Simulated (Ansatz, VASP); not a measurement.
**One calculation of W3N4, two programs**

```
CELL_PARAMETERS angstrom
4.21526 0.00000 0.00000
0.00000 4.21526 0.00000
0.00000 0.00000 4.21526
ATOMIC_POSITIONS crystal
W 0.50000 0.50000 0.00000
W 0.00000 0.50000 0.50000
W 0.50000 0.00000 0.50000
N 0.50000 0.50000 0.50000
N 0.50000 0.00000 0.00000
N 0.00000 0.50000 0.00000
N 0.00000 0.00000 0.50000
```

Alike in both runs: functional PBE; k mesh 10 × 10 × 10; occupations gaussian, width 0.1 eV; no spin polarisation.

Ansatz relaxed the structure, and its values are those at the end. VASP's run is a single point on that final structure, the one shown.

|  | VASP | Ansatz |
| --- | --- | --- |
| version | VASP 6.6.1 | Ansatz 0.2.0 |
| potentials or method | VASP PAW PBE potentials, release 64 (W_sv, N), cutoff 520 eV | scalar-relativistic, plane waves, PAW |
| valence electrons in the cell | 62 | 62 |

```tsv
	VASP	Ansatz	Ansatz less VASP
gap on the k mesh at the Fermi level (eV)	none	none	-
pressure (GPa)	1.3	0.0	-1.33
```

A gap of «none» marks a metal or a gap that the smearing closes.

Spin-orbit coupling is off throughout.
